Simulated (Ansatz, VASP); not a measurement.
**V in VASP and in Ansatz**

File INCAR:

```
PREC = Accurate
ENCUT = 600
EDIFF = 1E-6
ISMEAR = 0
SIGMA = 0.1
LREAL = F
LASPH = T
NELM = 60
ALGO = Fast
ISIF = 3
LWAVE = F
LCHARG = F
GGA = PS
IBRION = 2
NSW = 80
EDIFFG = -0.01
```

The input KPOINTS:

```
Automatic mesh
0
Gamma
  20 20 20
```

POSCAR

```
V
1.0
   -1.4757104115      1.4757104115      1.4757104115
    1.4757104115     -1.4757104115      1.4757104115
    1.4757104115      1.4757104115     -1.4757104115
V
1
Direct
    0.0000000000      0.0000000000      0.0000000000
```

Input for Ansatz:

```yaml
crystal:
  lattice:
    - [-1.4757104115, 1.4757104115, 1.4757104115]
    - [1.4757104115, -1.4757104115, 1.4757104115]
    - [1.4757104115, 1.4757104115, -1.4757104115]
  atoms:
    - { symbol: V, position: [0.0, 0.0, 0.0] }
basis:
  ecutwfc: 420
kpoints:
  mp_grid: { grid: [20, 20, 20] }
hamiltonian:
  xc: pbesol
scf:
  occupations: { method: gaussian, width: 0.1 }
output:
  forces: true
  stress: true
  eigenvalues: true
relax:
  adjacent_minimum: "off"
  f_tol: 0.01
  max_steps: 60
  cell: { stress_tol: 0.1 }
```

Alike in both runs: task relaxation of cell and atoms; functional PBEsol; k mesh 20 × 20 × 20; occupations gaussian, width 0.1 eV; no spin polarisation.

|  | VASP | Ansatz |
| --- | --- | --- |
| version | VASP 6.6.1 | Ansatz 0.2.0 |
| potentials or method | VASP PAW PBE potentials, release 64 (V_sv), cutoff 600 eV | scalar-relativistic, plane waves, PAW |
| valence electrons in the cell | 13 | 13 |

```tsv
	VASP	Ansatz	Ansatz less VASP
gap on the k mesh at the Fermi level, each at its own relaxed structure (eV)	none	none	-
relaxed volume (Å³/atom)	12.96	12.95	-0.013
relaxed cell length with the largest relative difference (Å)	2.563	2.562	-0.0008
```

VASP's potentials were made for PBE, not for PBEsol. A gap of «none» marks a metal or a gap that the smearing closes.
